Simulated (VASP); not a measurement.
# Zr2PdC2 (I4/mmm) in VASP: further runs

Zr2PdC2 is run at these levels: PBE; tasks: relaxation of cell and atoms, single point.

All numbers are computed with VASP 6.6.1; they aren't measurements. Logs are shortened: lines on timing, memory, paths and dates and some standing lists are left out, and cuts for length are marked.

**1. The cell of the first run**

The structure is tetragonal, space group I4/mmm (No. 139). Conventional cell: a = 3.698 Å, b = 3.698 Å, c = 8.972 Å, α = 90.00°, β = 90.00°, γ = 90.00°. Within 2.9 Å of Zr (site symmetry 4mm) lie 4 C at 2.14 Å and 1 Zr at 2.31 Å and 4 Pd at 2.86 Å. Within 3.8 Å of Pd (site symmetry 4/mmm) lie 10 Zr at 2.86 to 3.33 Å and 8 C at 2.91 Å and 4 Pd at 3.70 Å. C (site symmetry -4m2) has 4 Zr at 2.14 Å and 4 C at 2.62 Å and 4 Pd at 2.91 Å within 3.0 Å.

**2. Relaxation of cell and atoms, PBE**

INCAR reads:

```
SYSTEM = Zr2PdC2
ALGO = Normal
EDIFF = 1E-7
EDIFFG = -0.04
ENCUT = 600
GGA = PE
IBRION = 2
ISIF = 3
ISMEAR = 0
LASPH = .TRUE.
LCHARG = .FALSE.
LREAL = .FALSE.
LWAVE = .FALSE.
NELM = 100
NSW = 90
PREC = Accurate
SIGMA = 0.1
```

KPOINTS reads:

```
k-points
0
G
  6 6 6
  0 0 0
```

POSCAR reads:

```
Zr2PdC2
1.0
   -1.8491579364      1.8491579364      4.4858428795
    1.8491579364     -1.8491579364      4.4858428795
    1.8491579364      1.8491579364     -4.4858428795
Zr Pd C
2 1 2
Direct
    0.3711000000      0.3711000000      0.0000000000
    0.6289000000      0.6289000000      0.0000000000
    0.0000000000      0.0000000000      0.0000000000
    0.2500000000      0.7500000000      0.5000000000
    0.7500000000      0.2500000000      0.5000000000
```

Potentials or basis: VASP PAW PBE potentials, release 64 (Zr_sv, Pd, C).

Launch:

```
cat potpaw_PBE.64/Zr_sv/POTCAR potpaw_PBE.64/Pd/POTCAR potpaw_PBE.64/C/POTCAR > POTCAR
mpirun -np 1 vasp_std > vasp.out
```

OUTCAR:

```text
SYSTEM = Zr2PdC2
   EDIFF = 1E-7
   EDIFFG = -0.04
   ENCUT = 600
   GGA = PE
   IBRION = 2
   ISIF = 3
   ISMEAR = 0
   LASPH = .TRUE.
   LREAL = .FALSE.
   NELM = 100
   NSW = 90
   PREC = Accurate

 ion  position               nearest neighbor table
   1  0.371  0.371  0.000-   4 2.14   5 2.14   4 2.14   5 2.14   2 2.31   3 2.86   3 2.86   3 2.86
                             3 2.86   3 3.33   2 3.40   2 3.40   2 3.40   2 3.40
   2  0.629  0.629  0.000-   4 2.14   5 2.14   4 2.14   5 2.14   1 2.31   3 2.86   3 2.86   3 2.86
                             3 2.86   3 3.33   1 3.40   1 3.40   1 3.40   1 3.40
   3  0.000  0.000  0.000-   2 2.86   2 2.86   2 2.86   1 2.86   2 2.86   1 2.86   1 2.86   1 2.86
                             1 3.33   2 3.33
   4  0.250  0.750  0.500-   1 2.14   2 2.14   1 2.14   2 2.14
   5  0.750  0.250  0.500-   1 2.14   2 2.14   1 2.14   2 2.14

  LATTYP: Found a body centered tetragonal cell.
 ALAT       =     3.6983158728
 C/A-ratio  =     2.4258841234

  Lattice vectors:

 A1 = (  -1.8491579364,   1.8491579364,   4.4858428795)
 A2 = (   1.8491579364,  -1.8491579364,   4.4858428795)
 A3 = (   1.8491579364,   1.8491579364,  -4.4858428795)

Analysis of symmetry for initial positions (statically):
=====================================================================
 Subroutine PRICEL returns:
 Original cell was already a primitive cell.

 Routine SETGRP: Setting up the symmetry group for a
 body centered tetragonal supercell.

 Subroutine GETGRP returns: Found 16 space group operations
 (whereof 16 operations were pure point group operations)
 out of a pool of 16 trial point group operations.

The static configuration has the point symmetry D_4h.

Analysis of symmetry for dynamics (positions and initial velocities):
=====================================================================
 Subroutine PRICEL returns:
 Original cell was already a primitive cell.

 Routine SETGRP: Setting up the symmetry group for a
 body centered tetragonal supercell.

 Subroutine GETGRP returns: Found 16 space group operations
 (whereof 16 operations were pure point group operations)
 out of a pool of 16 trial point group operations.

The dynamic configuration has the point symmetry D_4h.

 Subroutine INISYM returns: Found 16 space group operations
 (whereof 16 operations are pure point group operations),
 and found     1 'primitive' translations

----------------------------------------------------------------------------------------

                                     Primitive cell

  volume of cell :      61.3553

  direct lattice vectors                    reciprocal lattice vectors
    -1.849157936  1.849157936  4.485842879     0.000000000  0.270393345  0.111461773
     1.849157936 -1.849157936  4.485842879     0.270393345  0.000000000  0.111461773
     1.849157936  1.849157936 -4.485842879     0.270393345  0.270393345  0.000000000

  length of vectors
     5.192451876  5.192451876  5.192451876     0.292465875  0.292465875  0.382393936

  position of ions in fractional coordinates (direct lattice)
     0.371100000  0.371100000  0.000000000
     0.628900000  0.628900000  0.000000000
     0.000000000  0.000000000  0.000000000
     0.250000000  0.750000000  0.500000000
     0.750000000  0.250000000  0.500000000

  ion indices of the primitive-cell ions
   primitive index   ion index
                 1           1
                 2           2
                 3           3
                 4           4
                 5           5

----------------------------------------------------------------------------------------

 KPOINTS: k-points

Automatic generation of k-mesh.
 Grid dimensions read from file:
 generate k-points for:    6    6    6

 Generating k-lattice:

  Cartesian coordinates                     Fractional coordinates (reciprocal lattice)
     0.000000000  0.045065558  0.018576962     0.166666667  0.000000000 -0.000000000
     0.045065558  0.000000000  0.018576962     0.000000000  0.166666667 -0.000000000
     0.045065558  0.045065558  0.000000000     0.000000000  0.000000000  0.166666667

  Length of vectors
     0.048744312  0.048744312  0.063732323

  Shift w.r.t. Gamma in fractional coordinates (k-lattice)
     0.000000000  0.000000000  0.000000000

 Subroutine IBZKPT returns following result:
 ===========================================

 Found     30 irreducible k-points:

 Following reciprocal coordinates:
            Coordinates               Weight
  0.000000  0.000000  0.000000      1.000000
  0.166667  0.000000  0.000000      8.000000
  0.333333 -0.000000  0.000000      8.000000
  0.500000 -0.000000  0.000000      4.000000
  0.166667  0.166667  0.000000      8.000000
  0.333333  0.166667  0.000000     16.000000
[... 16 lines left out ...]
 -0.333333 -0.333333  0.166667      8.000000
 -0.166667 -0.333333  0.166667      8.000000
 [... further k-points ...]
   k-points           NKPTS =     30   k-points in BZ     NKDIM =     30   number of bands    NBANDS=     25
   number of dos      NEDOS =    301   number of ions     NIONS =      5
   total plane-waves  NPLWV =  74088
   dimension x,y,z NGX =    42 NGY =   42 NGZ =   42
   dimension x,y,z NGXF=    84 NGYF=   84 NGZF=   84
   ions per type =               2   1   2
   NGX,Y,Z   is equivalent  to a cutoff of  13.45, 13.45, 13.45 a.u.
   NGXF,Y,Z  is equivalent  to a cutoff of  26.89, 26.89, 26.89 a.u.
 SYSTEM =  Zr2PdC2
   PREC   = accura    normal or accurate (medium, high low for compatibility)
   ISTART =      0    job   : 0-new  1-cont  2-samecut
   ICHARG =      2    charge: 1-file 2-atom 10-const
   ISPIN  =      1    spin polarized calculation?
   LNONCOLLINEAR =      F non collinear calculations
   LSORBIT =      F    spin-orbit coupling
   LASPH  =      T    aspherical Exc in radial PAW
   ENCUT  =  600.0 eV  44.10 Ry    6.64 a.u.  10.37 10.37 10.37*2*pi/ulx,y,z
   NELM   =    100;   NELMIN=  2; NELMDL= -5     # of ELM steps
   EDIFF  = 0.1E-06   stopping-criterion for ELM
   LREAL  =      F    real-space projection
   EDIFFG = -.4E-01   stopping-criterion for IOM
   NSW    =     90    number of steps for IOM
   IBRION =      2    ionic relax: 0-MD 1-quasi-New 2-CG
   NFREE  =      1    steps in history (QN), initial steepest desc. (CG)
   ISIF   =      3    stress and relaxation
   ISYM   =      2    0-nonsym 1-usesym 2-fastsym
   POTIM  = 0.5000    time-step for ionic-motion
   TEBEG  =    0.0;   TEEND  =   0.0 temperature during run
   PSTRESS=    0.0 pullay stress
   NELECT =      42.0000    total number of electrons
   NUPDOWN=      -1.0000    fix difference up-down
   EMIN   =  10.00;   EMAX   =-10.00  energy-range for DOS
   EFERMI =   0.00;   METHOD = LEGACY
   ISMEAR =     0;   SIGMA  =   0.10  broadening in eV -4-tet -1-fermi 0-gaus
   EFERMI_NEDOS =   21; number of points for ismear=-14 and -15
   IALGO  =     38    algorithm
   IMIX   =      4    mixing-type and parameters
     AMIX     =   0.40;   BMIX     =  1.00
     AMIX_MAG =   1.60;   BMIX_MAG =  1.00
  volume/ion in A,a.u.               =      12.27        82.81
  Fermi-wavevector in a.u.,A,eV,Ry     =   1.442804  2.726504 28.323009  2.081682
  Thomas-Fermi vector in A             =   2.561283
   LORBIT       =      0    0 simple, 1 ext, 2 COOP (PROOUT), +10 PAW based schemes
   GGA     = PE    functional components
   LHFCALC =     F    Hartree Fock is set to
   AEXX    =    0.0000 exact exchange contribution
   IVDW    =     0    specifies the selected vdW correction
   LEPSILON=     F    determine dielectric tensor
   LRPA    =     F    only Hartree local field effects (RPA)
 conjugate gradient relaxation of ions
 non-spin polarized calculation
 Gauss-broadening in eV      SIGMA  =   0.10
  energy-cutoff  :      600.00
  volume of cell :       61.36
 maximum number of plane-waves:      2081
 NGX is ok and might be reduce to    42
   NGX = 21   NGY = 21   NGZ = 21

--------------------------------------- Ionic step        1  -------------------------------------------

 number of electron      42.0000001 magnetization

 Free energy of the ion-electron system (eV)
  ---------------------------------------------------
  ext. energy  EPLUGINS =         0.00000000
  ---------------------------------------------------
  free energy    TOTEN  =       -36.45044419 eV

  energy without entropy =      -36.43625731  energy(sigma->0) =      -36.44335075

 E-fermi :  11.1758     XC(G=0): -12.7489

 val. band max:       11.0955852874   @ k =  -0.3333  -0.3333   0.3333
 cond. band min:      11.1971760676   @ k =   0.5000   0.3333   0.0000
 fundamental gap:      0.1015907802
 Fermi energy:        11.1757947220

 k-point     1 :       0.0000    0.0000    0.0000
  band No.  band energies     occupation
      1     -37.5092      2.00000
      2     -36.7467      2.00000
      3     -17.4384      2.00000
      4     -15.3310      2.00000
      5     -15.3310      2.00000
      6     -15.0514      2.00000
[... 661 lines left out ...]
     24      13.8848      0.00000
     25      14.0679      0.00000

 [... further k-points ...]

------------------------ aborting loop because EDIFF is reached ----------------------------------------

  FORCE on cell =-STRESS in cart. coord.  units (eV):
  Direction    XX          YY          ZZ          XY          YZ          ZX
  --------------------------------------------------------------------------------------
  -------------------------------------------------------------------------------------
  Total       11.9543530     11.9543530     15.5158870      0.0000000      0.0000000      0.0000000
  in kB      312.1652798    312.1652798    405.1679920      0.0000000      0.0000000      0.0000000
  external PRESSURE =     343.1661838 kB  Pullay stress =       0.0000000 kB
[... 98 lines left out ...]
  FREE ENERGIE OF THE ION-ELECTRON SYSTEM (eV)
  ---------------------------------------------------
  free  energy   TOTEN  =       -39.6328287106 eV

  energy  without entropy=      -39.6158189167  energy(sigma->0) =      -39.62432381

[... ionic steps 4 to 12 ...]

--------------------------------------- Ionic step       13  -------------------------------------------

 number of electron      41.9999998 magnetization

------------------------ aborting loop because EDIFF is reached ----------------------------------------
[... 73 lines left out ...]
--------------------------------------- Ionic step       15  -------------------------------------------

 number of electron      41.9999998 magnetization

 Free energy of the ion-electron system (eV)
  ---------------------------------------------------
  ext. energy  EPLUGINS =         0.00000000
  ---------------------------------------------------
  free energy    TOTEN  =       -40.26845424 eV

  energy without entropy =      -40.25610686  energy(sigma->0) =      -40.26228055

 E-fermi :   7.2627     XC(G=0): -11.1581

 val. band max:        7.2512116438   @ k =   0.3333  -0.0000   0.0000
 cond. band min:       7.3221101505   @ k =  -0.3333  -0.3333   0.1667
 fundamental gap:      0.0708985067
 Fermi energy:         7.2627291963

 k-point     1 :       0.0000    0.0000    0.0000
  band No.  band energies     occupation
      1     -40.8906      2.00000
      2     -40.7812      2.00000
      3     -19.2036      2.00000
      4     -19.1505      2.00000
      5     -19.1505      2.00000
      6     -18.8778      2.00000
[... 661 lines left out ...]
     24       9.4281      0.00000
     25      10.6797      0.00000

 [... further k-points ...]

------------------------ aborting loop because EDIFF is reached ----------------------------------------

  FORCE on cell =-STRESS in cart. coord.  units (eV):
  Direction    XX          YY          ZZ          XY          YZ          ZX
  --------------------------------------------------------------------------------------
  -------------------------------------------------------------------------------------
  Total       -0.0581781     -0.0581781      0.1219771      0.0000000     -0.0000000      0.0000000
  in kB       -1.1435287     -1.1435287      2.3975407      0.0000000     -0.0000000      0.0000000
  external PRESSURE =       0.0368278 kB  Pullay stress =       0.0000000 kB
[... 20 lines left out ...]
  FREE ENERGIE OF THE ION-ELECTRON SYSTEM (eV)
  ---------------------------------------------------
  free  energy   TOTEN  =       -40.2684542432 eV

  energy  without entropy=      -40.2561068560  energy(sigma->0) =      -40.26228055

 reached required accuracy - stopping structural energy minimisation
```

It took 33 min on 1 thread of Oxide Virtual Turin-like, shared host; peak memory 0.27 GiB.

What came out:

```yaml
Free_energy: -40.2685 eV
Relaxed_volume: 16.30 Å³/atom
Relaxed_cell: a = 5.593 Å, b = 5.593 Å, c = 5.593 Å, α = 136.61°, β = 136.61°, γ = 63.03°
Space_group_after_relaxing_to_0.1_Å: I4/mmm (No. 139)
Energy_gained_by_relaxing: 763.6 meV/atom
Ionic_steps: 15
Pressure_after_relaxing: 0.0 GPa
Largest_force_after_relaxing: 0.005 eV/Å
Band_gap_on_the_k_mesh: zero (bands 21 and 22 overlap by 1.32 eV)
```

Forces on the atoms (eV/Å):
```
Zr   0.000  0.000  0.005
Zr   0.000  0.000 -0.005
Pd   0.000  0.000  0.000
C    0.000  0.000  0.000
C    0.000  0.000  0.000
```

The path:
```csv
step,energy change (eV),largest force (eV/Å),pressure (GPa),volume (Å³)
1,0.0000,5.5769,34.32,61.36
2,-3.1531,2.9328,-12.02,87.75
3,-3.1824,3.2568,-8.79,83.89
4,-3.5542,1.5991,9.78,79.28
5,-3.7320,0.2097,1.74,80.88
6,-3.7716,0.1354,-0.31,82.38
7,-3.7820,0.1400,-2.18,83.86
8,-3.8038,0.2118,-0.34,82.87
9,-3.8051,0.3170,0.19,82.59
10,-3.8149,0.1522,-0.44,82.33
11,-3.8152,0.1232,-0.55,82.28
12,-3.8172,0.1200,0.16,81.66
13,-3.8173,0.1190,0.34,81.51
14,-3.8179,0.0478,-0.16,81.51
15,-3.8180,0.0052,0.00,81.51
```

Final structure:
```
Zr Pd C
1.0
    -2.06733    2.06733    4.76805
     2.06733   -2.06733    4.76805
     2.06733    2.06733   -4.76805
Zr Pd C
2 1 2
Direct
  0.32449 0.32449 0.00000
  0.67551 0.67551 0.00000
  0.00000 0.00000 0.00000
  0.25000 0.75000 0.50000
  0.75000 0.25000 0.50000
```

Levels at points of the mesh, in eV from the Fermi level:
| k point | band 17 | band 18 | band 19 | band 20 | band 21 | band 22 | band 23 | band 24 | band 25 |
| --- | --- | --- | --- | --- | --- | --- | --- | --- | --- |
| (0.00, 0.00, 0.00) | -1.60 | -1.18 | -1.18 | -0.75 | -0.75 | -0.64 | 0.90 | 3.58 | 4.10 |
| (0.50, 0.00, 0.00) | -1.97 | -1.89 | -1.42 | -0.88 | -0.87 | -0.39 | 1.13 | 3.27 | 3.78 |
| (0.50, 0.50, 0.00) | -1.97 | -1.70 | -1.60 | -1.19 | 0.17 | 0.30 | 0.47 | 1.69 | 2.44 |
| (0.50, 0.50, 0.50) | -1.92 | -1.78 | -1.67 | 0.36 | 0.36 | 0.57 | 0.65 | 3.01 | 3.01 |

Caveat: the volume moved by over 15 % at a fixed basis, so the end points are rough.

(Part 1 of 2 ends here.)
